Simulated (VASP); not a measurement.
Wanted: the native input for a VASP 6.6.1 run.

- Task: electric field gradients
- Functional: LDA
- Potentials or basis: VASP PAW LDA potentials, release 64 (Ta_sv_GW, N)
- Cutoff: 520 eV
- k mesh: 13 × 13 × 11
- Occupations: fermi-dirac, width 0.05 eV
- Spin: no spin polarisation
- Dipole correction: no
- Second run: valence_matched
- Further INCAR settings: ALGO = Normal; EDIFF = 1e-08; NBANDS = 16

The structure of TaN lies in POSCAR:

```
TaN
1.0
    2.9786300644      0.0000000000      0.0000000000
   -1.4893150322      2.5795693043      0.0000000000
    0.0000000000      0.0000000000      2.9282080610
Ta N
1 1
Direct
    0.0000000000      0.0000000000      0.5000000000
    0.6666666667      0.3333333333      0.0000000000
```

This cell differs from its parent crystal: functional lda, volume scaled by 1.04.

One way to write it, as run:

INCAR

```
SYSTEM = TaN
  ALGO = Normal
  EDIFF = 1E-8
  ENCUT = 520
  GGA_COMPAT = .False.
  ISIF = 2
  ISMEAR = -1
  LASPH = .True.
  LCHARG = .False.
  LEFG = .True.
  LREAL = .False.
  LWAVE = .False.
  NBANDS = 16
  NELM = 120
  PREC = Accurate
  SIGMA = 0.05
```

KPOINTS

```
k-points
0
Gamma
  13 13 11
  0 0 0
```

Potentials or basis: VASP PAW LDA potentials, release 64 (Ta_sv_GW, N).

The run is started by

```bash
$ cat potpaw_LDA.64/Ta_sv_GW/POTCAR potpaw_LDA.64/N/POTCAR > POTCAR
$ mpirun -np 1 vasp_std > vasp.out
```

It gave:

The pressure is -24.0 GPa and the band gap on the k mesh is zero (band 9 reaches 11.58 eV, above the bottom of band 10 at 11.42 eV).

Caveat: without QUAD_EFG the Cq values of the log hold for a quadrupole moment of 1 mb, not for the nuclei; spin-orbit coupling is left out, which moves the levels of the heavy elements.

Run time: 28 s on 1 thread of AMD EPYC 9R45 96-Core Processor (Zen 5), on a shared host, peak memory 0.14 GiB.
